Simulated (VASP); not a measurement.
Input of a VASP 6.6.1 run:

The input INCAR:

```
PREC     = Accurate       # precision mode
ENCUT    = 520            # plane-wave cutoff, eV
EDIFF    = 1E-6           # SCF threshold, eV
ISMEAR   = 0              # smearing method
SIGMA    = 0.05           # smearing width, eV
LREAL    = False          # projectors in reciprocal space
LASPH    = True           # aspherical terms in the spheres
NELM     = 100            # most SCF steps
ALGO     = Normal         # electronic algorithm
ISIF     = 2              # what is computed and relaxed
LWAVE    = False          # write WAVECAR
LCHARG   = True           # write CHGCAR
GGA      = PS             # functional
LELF     = True           # ELF
LVHAR    = True         
NBANDS   = 16             # bands
```

Contents of KPOINTS:

```
Automatic mesh
0
Gamma
  9 9 6
```

Contents of POSCAR:

```
MgO
1.0
    3.7132941990      0.0000000000      0.0000000000
   -1.8566470995      3.2158071080      0.0000000000
    0.0000000000      0.0000000000      3.7155221755
Mg O
2 2
Direct
    0.6666666667      0.3333333333      0.7500000000
    0.3333333333      0.6666666667      0.2500000000
    0.6666666667      0.3333333333      0.2500000000
    0.3333333333      0.6666666667      0.7500000000
```

Potentials or basis: VASP PAW PBE potentials, release 64 (Mg, O).

Command:

```sh
$ cat potpaw_PBE.64/Mg/POTCAR potpaw_PBE.64/O/POTCAR > POTCAR
$ mpirun -np 1 vasp_std > vasp.out
```

**Question.** Estimate the pressure.

**Answer.** 11.3 GPa.

**Question.** Predict the band gap on the k mesh.

**Answer.** 3.31 eV, indirect (least direct gap 3.44 eV).

Stress tensor (GPa, compression positive):
```
-5.46  0.00  0.00
 0.00 -5.46  0.00
 0.00  0.00 44.66
```

Caveat: the PAW data sets were made with another functional, which shifts forces and pressure a little. A k mesh can miss the band edges.
